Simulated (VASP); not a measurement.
Set up this calculation in VASP 6.6.1, as the native input.

```yaml
Task: single point
Functional: r2SCAN
Potentials_or_basis: VASP PAW PBE potentials, release 64 (B, Pb_d)
Cutoff: 520 eV
k_mesh: 6 × 6 × 2
Occupations: gaussian, width 0.1 eV
Spin: no spin polarisation
Dipole_correction: no
Further_INCAR_settings: ALGO = Normal; EDIFF = 1e-06; NBANDS = 40
```

BPb2:

```
B Pb
1.0
     3.63793    0.00000    0.00000
    -1.81896    3.15054    0.00000
     0.00000    0.00000   13.03986
B Pb
2 4
Direct
  0.33333 0.66667 0.25000
  0.66667 0.33333 0.75000
  0.33333 0.66667 0.63128
  0.66667 0.33333 0.13128
  0.33333 0.66667 0.86872
  0.66667 0.33333 0.36872
```

The input as run:

POSCAR

```
BPb2
1.0
    3.6379251397      0.0000000000      0.0000000000
   -1.8189625699      3.1505355881      0.0000000000
    0.0000000000      0.0000000000     13.0398606403
B Pb
2 4
Direct
    0.3333333333      0.6666666667      0.2500000000
    0.6666666667      0.3333333333      0.7500000000
    0.3333333333      0.6666666667      0.6312761530
    0.6666666667      0.3333333333      0.1312761530
    0.3333333333      0.6666666667      0.8687238470
    0.6666666667      0.3333333333      0.3687238470
```

INCAR.step1

```
PREC = Accurate
ENCUT = 520
ISMEAR = 0
SIGMA = 0.1
LREAL = False
LASPH = True
NELM = 100
NBANDS = 40
GGA = PE
ALGO = Normal
EDIFF = 1E-4
LWAVE = True
LCHARG = False
```

INCAR.step2

```
PREC = Accurate
ENCUT = 520
EDIFF = 1E-6
ISMEAR = 0
SIGMA = 0.1
LREAL = False
LASPH = True
NELM = 100
ALGO = Normal
ISIF = 2
LWAVE = False
LCHARG = True
METAGGA = R2SCAN
LMIXTAU = True
LELF = True
LVHAR = True
NBANDS = 40
ISTART = 1
```

KPOINTS

```
Automatic mesh
0
Gamma
  6 6 2
```

Potentials or basis: VASP PAW PBE potentials, release 64 (B, Pb_d).

Command:

```console
$ cat potpaw_PBE.64/B/POTCAR potpaw_PBE.64/Pb_d/POTCAR > POTCAR
$ cp INCAR.step1 INCAR
$ mpirun -np 1 vasp_std > vasp.out
$ cp INCAR.step2 INCAR
$ mpirun -np 1 vasp_std > vasp.out
```

Results of the run:

```json
{"Pressure": "0.2 GPa", "Largest force": "0.017 eV/Å", "Band gap on the k mesh": "zero (bands 31 and 32 overlap by 2.81 eV)"}
```

Caveat: the PAW data sets were made with another functional, which shifts forces and pressure a little; spin-orbit coupling is left out, which moves the levels of the heavy elements.

Wall time 9.5 min on 1 thread of Intel Xeon 8259CL (shared host), peak memory 0.32 GiB.
